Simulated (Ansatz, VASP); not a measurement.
Two plane-wave programs on Pt

File INCAR:

```
SYSTEM = Pt
PREC = Accurate
ENCUT = 520
EDIFF = 1E-6
ISMEAR = -1
SIGMA = 0.1
LREAL = .False.
LASPH = .True.
NELM = 100
ALGO = Normal
ISIF = 2
LWAVE = .False.
LCHARG = .True.
GGA = PE
LELF = .True.
LVHAR = .True.
NBANDS = 11
```

Contents of KPOINTS:

```
Automatic mesh
0
Gamma
  22 22 22
  0 0 0
```

File POSCAR:

```
Pt
1.0
    0.0000000000      2.0119103417      2.0119103417
    2.0119103417      0.0000000000      2.0119103417
    2.0119103417      2.0119103417      0.0000000000
Pt
1
Direct
    0.0000000000      0.0000000000      0.0000000000
```

Input for Ansatz:

```yaml
crystal:
  lattice:
    - [0.0, 2.0119103417, 2.0119103417]
    - [2.0119103417, 0.0, 2.0119103417]
    - [2.0119103417, 2.0119103417, 0.0]
  atoms:
    - { symbol: Pt, position: [0.0, 0.0, 0.0] }
hamiltonian:
  xc: pbe
  pseudopotentials:
    kind: paw
    azcp:
      Pt: "pseudopotentials/Pt.paw.azcp"
basis:
  ecutwfc: 420
  fft_grid_basis: typed
kpoints:
  mp_grid: { grid: [22, 22, 22], shift: [0, 0, 0] }
magnetization:
  spin_polarized: false
scf:
  occupations: { method: fermi_dirac, width: 0.1 }
output:
  stress: true
```

Alike in both runs: task single point; functional PBE; k mesh 22 × 22 × 22; occupations fermi-dirac, width 0.1 eV; no spin polarisation.

|  | VASP | Ansatz |
| --- | --- | --- |
| version | VASP 6.6.1 | Ansatz 0.2.0 |
| potentials or method | VASP PAW PBE potentials, release 64 (Pt), cutoff 520 eV | plane waves (420 eV) with PAW, scalar-relativistic |
| valence electrons in the cell | 10 | 18 |

```tsv
	VASP	Ansatz	Ansatz less VASP
pressure (GPa)	-9.0	-8.6	+0.42
```

VASP's potentials hold 10 valence electrons a cell and Ansatz's 18, so a difference there can come from the potentials and not from the codes.

Neither program's run includes spin-orbit coupling.
